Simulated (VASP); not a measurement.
# KBr (I4/mmm) in VASP: further runs, part 2 of 2

VASP 6.6.1. The steps go on from the part before.

### 3 Single point, LDA (strain +0.030 along x and y, -0.030 along z)

File INCAR:

```
SYSTEM = KBr
ALGO = Normal
EDIFF = 1E-6
ENCUT = 520
GGA = CA
ISIF = 2
ISMEAR = 0
LASPH = .True.
LCHARG = .False.
LREAL = .False.
LWAVE = .False.
NBANDS = 15
NELM = 60
PREC = Accurate
SIGMA = 0.05
```

File KPOINTS:

```
k-points
0
Gamma
  6 6 6
  0 0 0
```

File POSCAR:

```
KBr
1.0
    0.0000000000      3.3912750000      3.1937250000
    3.3912750000      0.0000000000      3.1937250000
    3.3912750000      3.3912750000      0.0000000000
K Br
1 1
Direct
    0.0000000000      0.0000000000      0.0000000000
    0.5000000000      0.5000000000      0.5000000000
```

Potentials or basis: VASP PAW LDA potentials, release 64 (K_sv, Br).

Run with:

```bash
cat potpaw_LDA.64/K_sv/POTCAR potpaw_LDA.64/Br/POTCAR > POTCAR
mpirun -np 1 vasp_std > vasp.out
```

It took 18 s on 1 thread of AMD EPYC 9R45 (Zen 5), shared host; peak memory 0.15 GiB.

It converged, with:

* Free energy: -6.7671 eV
* Pressure: -1.7 GPa
* Band gap on the k mesh: 3.96 eV, direct

Stress tensor (GPa, compression positive):
```
-2.20  0.00  0.00
 0.00 -2.20  0.00
 0.00  0.00 -0.65
```

Levels at points of the mesh, in eV from the valence-band top:
```
           k point  band 4  band 5  band 6  band 7  band 8  band 9  band 10  band 11  band 12  band 13
(0.00, 0.00, 0.00)  -11.18  -11.18   -0.03   -0.03    0.00    3.96     7.21     7.21     7.58     8.04
(0.50, 0.00, 0.00)  -11.18  -10.94   -1.23   -0.36   -0.35    6.18     7.81     9.45     9.48     9.49
(0.50, 0.50, 0.00)  -11.22  -11.22   -0.79   -0.36   -0.36    5.51     6.84     9.21     9.24     9.41
(0.50, 0.00, 0.50)  -11.22  -11.20   -0.87   -0.29   -0.26    5.60     6.74     8.89     9.11     9.39
```

Caveat: the cell differs from its parent crystal (strain +0.030 along x and y, -0.030 along z).

### 4 Single point, LDA (strain +0.030 along x and y, +0.000 along z)

File INCAR:

```
SYSTEM = KBr
ALGO     = Normal         ! electronic algorithm
EDIFF    = 1E-7           ! SCF threshold, eV
ENCUT    = 520            ! plane-wave cutoff, eV
GGA      = CA             ! functional
ISIF     = 2              ! what is computed and relaxed
ISMEAR   = 0              ! smearing method
LASPH    = .True.         ! aspherical terms in the spheres
LCHARG   = .False.        ! write CHGCAR
LREAL    = .False.        ! projectors in reciprocal space
LWAVE    = .False.        ! write WAVECAR
NBANDS   = 15             ! bands
NELM     = 60             ! most SCF steps
PREC     = Accurate       ! precision mode
SIGMA    = 0.05           ! smearing width, eV
```

KPOINTS is that of step 3.

File POSCAR:

```
KBr
1.0
    0.0000000000      3.3912750000      3.2925000000
    3.3912750000      0.0000000000      3.2925000000
    3.3912750000      3.3912750000      0.0000000000
K Br
1 1
Direct
    0.0000000000      0.0000000000      0.0000000000
    0.5000000000      0.5000000000      0.5000000000
```

Run with:

```bash
cat potpaw_LDA.64/K_sv/POTCAR potpaw_LDA.64/Br/POTCAR > POTCAR
mpirun -np 1 vasp_std > vasp.out
```

Wall time 20 s (1 thread of AMD EPYC 9R45 (Zen 5), shared host); peak memory 0.15 GiB.

It converged, with:

- Free energy: -6.7501 eV
- Pressure: -2.1 GPa
- Band gap on the k mesh: 3.90 eV, direct

Stress tensor (GPa, compression positive):
```
-2.27  0.00  0.00
 0.00 -2.27  0.00
 0.00  0.00 -1.71
```

Levels at points of the mesh, in eV from the valence-band top:
| k point | band 4 | band 5 | band 6 | band 7 | band 8 | band 9 | band 10 | band 11 | band 12 | band 13 |
| --- | --- | --- | --- | --- | --- | --- | --- | --- | --- | --- |
| (0.00, 0.00, 0.00) | -11.23 | -11.23 | -0.01 | -0.01 | 0.00 | 3.90 | 7.27 | 7.27 | 7.45 | 8.10 |
| (0.50, 0.00, 0.00) | -11.24 | -11.02 | -1.15 | -0.32 | -0.31 | 6.13 | 7.72 | 9.37 | 9.40 | 9.53 |
| (0.50, 0.50, 0.00) | -11.27 | -11.27 | -0.78 | -0.31 | -0.31 | 5.58 | 6.70 | 8.96 | 9.14 | 9.28 |
| (0.50, 0.00, 0.50) | -11.27 | -11.26 | -0.81 | -0.28 | -0.26 | 5.62 | 6.65 | 8.80 | 9.08 | 9.27 |

Caveat: the cell differs from its parent crystal (strain +0.030 along x and y, +0.000 along z).

### 5 Single point, LDA (strain +0.030 along x and y, -0.015 along z)

File INCAR:

```
ALGO = Normal
EDIFF = 1E-6
ENCUT = 520
ISIF = 2
ISMEAR = 0
LASPH = T
LCHARG = F
LREAL = F
LWAVE = F
NBANDS = 15
NELM = 100
PREC = Accurate
SIGMA = 0.05
```

File KPOINTS:

```
k-points
0
Gamma
  6 6 6
```

File POSCAR:

```
KBr
1.0
    0.0000000000      3.3912750000      3.2431125000
    3.3912750000      0.0000000000      3.2431125000
    3.3912750000      3.3912750000      0.0000000000
K Br
1 1
Direct
    0.0000000000      0.0000000000      0.0000000000
    0.5000000000      0.5000000000      0.5000000000
```

Run with:

```bash
cat potpaw_LDA.64/K_sv/POTCAR potpaw_LDA.64/Br/POTCAR > POTCAR
mpirun -np 1 vasp_std > vasp.out
```

It took 18 s on 1 thread of AMD EPYC 9R45 (Zen 5), shared host; peak memory 0.16 GiB.

It converged, with:

```
Free energy            : -6.7605 eV
Pressure               : -1.9 GPa
Band gap on the k mesh : 3.93 eV, direct
```

Stress tensor (GPa, compression positive):
```
-2.24  0.00  0.00
 0.00 -2.24  0.00
 0.00  0.00 -1.25
```

Levels at points of the mesh, in eV from the valence-band top:
```
           k point  band 6  band 7  band 8  band 9  band 10  band 11
(0.00, 0.00, 0.00)   -0.01   -0.01    0.00    3.93     7.24     7.24
(0.50, 0.00, 0.00)   -1.19   -0.34   -0.33    6.16     7.77     9.41
(0.50, 0.50, 0.00)   -0.78   -0.33   -0.33    5.55     6.77     9.09
(0.50, 0.00, 0.50)   -0.84   -0.29   -0.26    5.61     6.70     8.85
```

Caveat: the cell differs from its parent crystal (strain +0.030 along x and y, -0.015 along z).

### 6 Single point, LDA (strain -0.030 along x and y, +0.030 along z)

File INCAR:

```
SYSTEM = KBr
ALGO = Normal
EDIFF = 1E-6
ENCUT = 520
ISIF = 2
ISMEAR = 0
LASPH = .TRUE.
LCHARG = .TRUE.
LELF = .TRUE.
LREAL = .FALSE.
LVHAR = .TRUE.
LWAVE = .FALSE.
NBANDS = 15
NELM = 80
PREC = Accurate
SIGMA = 0.05
```

File KPOINTS:

```
k-points
0
G
  6 6 6
  0 0 0
```

File POSCAR:

```
KBr
1.0
    0.0000000000      3.1937250000      3.3912750000
    3.1937250000      0.0000000000      3.3912750000
    3.1937250000      3.1937250000      0.0000000000
K Br
1 1
Direct
    0.0000000000      0.0000000000      0.0000000000
    0.5000000000      0.5000000000      0.5000000000
```

Potentials or basis: VASP PAW LDA potentials, release 64 (K_sv, Br).

Run with:

```bash
cat potpaw_LDA.64/K_sv/POTCAR potpaw_LDA.64/Br/POTCAR > POTCAR
mpirun -np 1 vasp_std > vasp.out
```

Run time: 44 s. Hardware: 1 thread of AMD EPYC 7R43 (Zen 3), shared host; peak memory 0.15 GiB.

The run converged. Its results:

- Free energy: -6.8047 eV
- Pressure: -0.9 GPa
- Band gap on the k mesh: 4.12 eV, direct

Stress tensor (GPa, compression positive):
```
-0.36  0.00  0.00
 0.00 -0.36  0.00
 0.00  0.00 -2.05
```

Levels at points of the mesh, in eV from the valence-band top:
| k point | band 4 | band 5 | band 6 | band 7 | band 8 | band 9 | band 10 | band 11 | band 12 | band 13 |
| --- | --- | --- | --- | --- | --- | --- | --- | --- | --- | --- |
| (0.00, 0.00, 0.00) | -11.06 | -11.06 | -0.04 | 0.00 | 0.00 | 4.12 | 7.09 | 7.47 | 7.47 | 8.12 |
| (0.50, 0.00, 0.00) | -11.06 | -10.79 | -1.35 | -0.41 | -0.40 | 6.31 | 8.04 | 9.62 | 9.63 | 9.71 |
| (0.50, 0.50, 0.00) | -11.10 | -11.10 | -0.96 | -0.26 | -0.26 | 5.54 | 6.97 | 9.12 | 9.16 | 9.59 |
| (0.50, 0.00, 0.50) | -11.12 | -11.10 | -0.87 | -0.37 | -0.34 | 5.48 | 7.01 | 9.30 | 9.43 | 9.63 |

Caveat: the cell differs from its parent crystal (strain -0.030 along x and y, +0.030 along z).

### 7 Single point, LDA (strain +0.000 along x and y, -0.030 along z)

File INCAR:

```
SYSTEM = KBr
ALGO = Normal
EDIFF = 1E-6
ENCUT = 520
GGA = CA
ISIF = 2
ISMEAR = 0
LASPH = .True.
LCHARG = .False.
LREAL = .False.
LWAVE = .False.
NBANDS = 15
NELM = 80
PREC = Accurate
SIGMA = 0.05
```

File KPOINTS:

```
k-points
0
Gamma
  6 6 6
  0 0 0
```

File POSCAR:

```
KBr
1.0
    0.0000000000      3.2925000000      3.1937250000
    3.2925000000      0.0000000000      3.1937250000
    3.2925000000      3.2925000000      0.0000000000
K Br
1 1
Direct
    0.0000000000      0.0000000000      0.0000000000
    0.5000000000      0.5000000000      0.5000000000
```

Run with:

```bash
cat potpaw_LDA.64/K_sv/POTCAR potpaw_LDA.64/Br/POTCAR > POTCAR
mpirun -np 1 vasp_std > vasp.out
```

Wall time 42 s (1 thread of AMD EPYC 7R43 (Zen 3), shared host); peak memory 0.15 GiB.

Results (log left out):

```yaml
Free_energy: -6.8150 eV
Pressure: -1.1 GPa
Band_gap_on_the_k_mesh: 4.12 eV, direct
```

Stress tensor (GPa, compression positive):
```
-1.41  0.00  0.00
 0.00 -1.41  0.00
 0.00  0.00 -0.38
```

Levels at points of the mesh, in eV from the valence-band top:
```csv
k point,band 6,band 7,band 8,band 9,band 10,band 11
"(0.00, 0.00, 0.00)",-0.02,-0.02,0.00,4.12,7.27,7.27
"(0.50, 0.00, 0.00)",-1.34,-0.40,-0.40,6.31,8.05,9.61
"(0.50, 0.50, 0.00)",-0.87,-0.36,-0.36,5.47,7.01,9.29
"(0.50, 0.00, 0.50)",-0.93,-0.31,-0.30,5.51,6.97,9.22
```

Caveat: the cell differs from its parent crystal (strain +0.000 along x and y, -0.030 along z).

### 8 Summary

```csv
cell,gap on the mesh (eV),pressure (GPa)
"a = 4.623, b = 4.623, c = 4.726 Å, angles 59.3, 59.3, 61.5°, 2 atoms",4.04,-1.4
"a = 4.658, b = 4.658, c = 4.796 Å, angles 59.0, 59.0, 62.0°, 2 atoms",3.96,-1.7
"a = 4.727, b = 4.727, c = 4.796 Å, angles 59.5, 59.5, 61.0°, 2 atoms",3.90,-2.1
"a = 4.692, b = 4.692, c = 4.796 Å, angles 59.3, 59.3, 61.5°, 2 atoms",3.93,-1.9
"a = 4.658, b = 4.658, c = 4.517 Å, angles 61.0, 61.0, 58.0°, 2 atoms",4.12,-0.9
"a = 4.587, b = 4.587, c = 4.656 Å, angles 59.5, 59.5, 61.0°, 2 atoms",4.12,-1.1
```

Alike in all rows: task single point; level LDA; potentials or basis VASP PAW LDA potentials, release 64 (K_sv, Br); no spin polarisation; k mesh 6 × 6 × 6; cutoff (eV) 520; smearing gaussian 0.05 eV.

Absolute energies hang on the potentials; compare differences alone.
